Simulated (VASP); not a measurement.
The system is Co.

```
CELL_PARAMETERS angstrom
3.23218 0.00000 0.00000
-1.61609 2.79915 0.00000
0.00000 0.00000 3.66702
ATOMIC_POSITIONS crystal
Co 0.22540 0.00000 0.33333
Co 0.00000 0.22540 0.66667
Co 0.77460 0.77460 0.00000
```

```yaml
Program: VASP 6.6.1
Task: relaxation of cell and atoms
Functional: PBEsol
Potentials_or_basis: VASP PAW PBE potentials, release 64 (Co)
Cutoff: 600 eV
k_mesh: 6 × 6 × 6
Occupations: gaussian, width 0.1 eV
Spin: no spin polarisation
```

At the start: pressure 55.0 GPa; volume 11.06 Å³/atom.

**Question.** How do energy, volume and symmetry change on relaxing?

**Answer.** Over 13 steps the energy falls by 1214.1 meV/atom and the volume is 11.28 Å³/atom (+2.0 %); space group P3_121 (No. 152, to 0.1 Å) before, R-3m (No. 166, to 0.1 Å).

Step by step:
```tsv
step	energy change (eV)	largest force (eV/Å)	pressure (GPa)	volume (Å³)
1	0.0000	9.8399	55.04	33.18
2	-0.4215	0.4490	-32.30	54.39
3	-1.3055	0.1251	-32.61	49.69
4	-2.0218	0.0303	-31.29	46.13
5	-2.9961	0.9807	-16.20	39.35
6	-2.9949	1.3458	-12.24	38.57
7	-3.0008	1.1676	-14.22	38.93
8	-3.4596	1.1277	1.60	34.23
9	-3.4827	1.0595	8.79	32.99
10	-3.6309	0.1036	4.50	33.18
11	-3.6342	0.0339	4.02	33.23
12	-3.6344	0.0375	-3.72	34.48
13	-3.6423	0.0048	0.00	33.85
```

Final structure:
```
CELL_PARAMETERS angstrom
3.11899 0.00000 0.00000
-1.55949 2.70112 0.00000
0.00000 0.00000 4.01795
ATOMIC_POSITIONS crystal
Co 0.33309 0.00000 0.33333
Co 0.00000 0.33309 0.66667
Co 0.66691 0.66691 0.00000
```

Caveat: the k points lie up to 0.39 Å⁻¹ apart in the final cell, too coarse for converged energies and pressures of a metal; the PAW data sets were made with another functional, which shifts forces and pressure a little; the run has no spin polarisation, though such a crystal can be magnetic.
